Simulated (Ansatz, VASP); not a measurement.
## AlN: VASP beside Ansatz

```xyz
4
Lattice="3.1138 0.0000 0.0000 -1.5569 2.6966 0.0000 0.0000 0.0000 4.9836" Properties=species:S:1:pos:R:3 pbc="T T T"
Al    1.5569    0.8989    2.4869
Al    0.0000    1.7977    4.9788
N     1.5569    0.8989    4.3905
N     0.0000    1.7977    1.8987
```

Alike in both runs: functional PBEsol; k mesh 9 × 9 × 4; occupations gaussian, width 0.02 eV; no spin polarisation.

Ansatz relaxed the structure, and its values are those at the end. VASP's run is a single point on that final structure, the one shown.

|  | VASP | Ansatz |
| --- | --- | --- |
| version | VASP 6.6.1 | Ansatz 0.2.0 |
| potentials or method | VASP PAW PBE potentials, release 64 (Al, N), cutoff 520 eV | scalar-relativistic, plane waves, PAW |
| valence electrons in the cell | 16 | 16 |

Ansatz gave:

| Item | Value |
| --- | --- |
| gap on the k mesh at the Fermi level (eV) | 4.09 |
| least direct gap on the mesh (eV) | 4.09 |
| pressure (GPa) | 0.0 |

Problem. What did VASP give for the same quantities?

Solution. gap on the k mesh at the Fermi level (eV): 4.11; least direct gap on the mesh (eV): 4.11; pressure (GPa): 0.0.

VASP's potentials were made for PBE, not for PBEsol.
